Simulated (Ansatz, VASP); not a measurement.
ZrN in VASP and in Ansatz

INCAR

```
SYSTEM = ZrN
  PREC = Accurate
  ENCUT = 600
  EDIFF = 1E-6
  ISMEAR = 0
  SIGMA = 0.05
  LREAL = .FALSE.
  LASPH = .TRUE.
  NELM = 120
  ALGO = Normal
  ISIF = 2
  LWAVE = .FALSE.
  LCHARG = .FALSE.
  GGA = RP
  NBANDS = 16
  GGA_COMPAT = .FALSE.
```

The input KPOINTS:

```
Automatic mesh
0
G
  8 8 8
  0 0 0
```

Contents of POSCAR:

```
ZrN
1.0
    0.0000000000      2.2786597219      2.2786597219
    2.2786597219      0.0000000000      2.2786597219
    2.2786597219      2.2786597219      0.0000000000
Zr N
1 1
Direct
    0.5000000000      0.5000000000      0.5000000000
    0.0000000000      0.0000000000      0.0000000000
```

Input for Ansatz:

```yaml
crystal:
  lattice:
    - [0.0, 2.2786597219, 2.2786597219]
    - [2.2786597219, 0.0, 2.2786597219]
    - [2.2786597219, 2.2786597219, 0.0]
  atoms:
    - { symbol: Zr, position: [0.5, 0.5, 0.5] }
    - { symbol: "N", position: [0.0, 0.0, 0.0] }
basis:
  ecutwfc: 420
  ecutrho_ratio: 4
kpoints:
  mp_grid: { grid: [8, 8, 8] }
hamiltonian:
  xc: rpbe
scf:
  occupations: { method: gaussian, width: 0.05 }
output:
  forces: true
  stress: true
  eigenvalues: true
```

Alike in both runs: task single point; functional RPBE; k mesh 8 × 8 × 8; occupations gaussian, width 0.05 eV; no spin polarisation.

|  | VASP | Ansatz |
| --- | --- | --- |
| version | VASP 6.6.1 | Ansatz 0.2.0 |
| potentials or method | VASP PAW PBE potentials, release 64 (Zr_sv, N), cutoff 600 eV | scalar-relativistic, plane waves, PAW |
| valence electrons in the cell | 17 | 17 |

Ansatz gave:

| Quantity | Value |
| --- | --- |
| gap on the k mesh at the Fermi level (eV) | none |
| pressure (GPa) | 10.6 |

Q: What did VASP give for the same quantities?

A: gap on the k mesh at the Fermi level (eV): none; pressure (GPa): 10.8.

VASP's potentials were made for PBE, not for RPBE. A gap of «none» marks a metal or a gap that the smearing closes.
